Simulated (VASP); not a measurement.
Set up this calculation in VASP 6.6.1, as the native input.

```yaml
Task: single point
Functional: PBE
Potentials_or_basis: VASP PAW PBE potentials, release 64 (Zn, O_h)
Cutoff: 910 eV
k_mesh: 6 × 6 × 4
Occupations: gaussian, width 0.1 eV
Spin: no spin polarisation
Dipole_correction: no
Second_run: hard_potentials
Further_INCAR_settings: ALGO = Normal; EDIFF = 1e-06; NBANDS = 26
```

The structure of ZnO (pbe) lies in POSCAR:

```
ZnO
1.0
    3.2494000000      0.0000000000      0.0000000000
   -1.6247000000      2.8140629500      0.0000000000
    0.0000000000      0.0000000000      5.2038000000
Zn O
2 2
Direct
    0.3333333300      0.6666666700      0.0000000000
    0.6666666700      0.3333333300      0.5000000000
    0.3333333300      0.6666666700      0.3830000000
    0.6666666700      0.3333333300      0.8830000000
```

One way to write it, as run:

INCAR

```
SYSTEM = ZnO
ALGO = Normal
EDIFF = 1E-6
ENCUT = 910
GGA = PE
GGA_COMPAT = .False.
ISIF = 2
ISMEAR = 0
LASPH = .True.
LCHARG = .True.
LELF = .True.
LREAL = .False.
LVHAR = .True.
LWAVE = .False.
NBANDS = 26
NELM = 120
PREC = Accurate
SIGMA = 0.1
```

KPOINTS

```
k-points
0
Gamma
  6 6 4
  0 0 0
```

Potentials or basis: VASP PAW PBE potentials, release 64 (Zn, O_h).

Run with:

```bash
$ cat potpaw_PBE.64/Zn/POTCAR potpaw_PBE.64/O_h/POTCAR > POTCAR
$ mpirun -np 1 vasp_std > vasp.out
```

It gave:

* Pressure: 5.7 GPa
* Largest force: 0.062 eV/Å
* Band gap on the k mesh: 0.79 eV, direct

Caveat: the cutoff is under 1.25 times the usual one of these potentials, so pressure, stress and relaxed cells hold a basis-set (Pulay) error.

Run time: 53 s on 1 thread of Intel(R) Xeon(R) Platinum 8488C (Sapphire Rapids), on a shared host, peak memory 0.25 GiB.
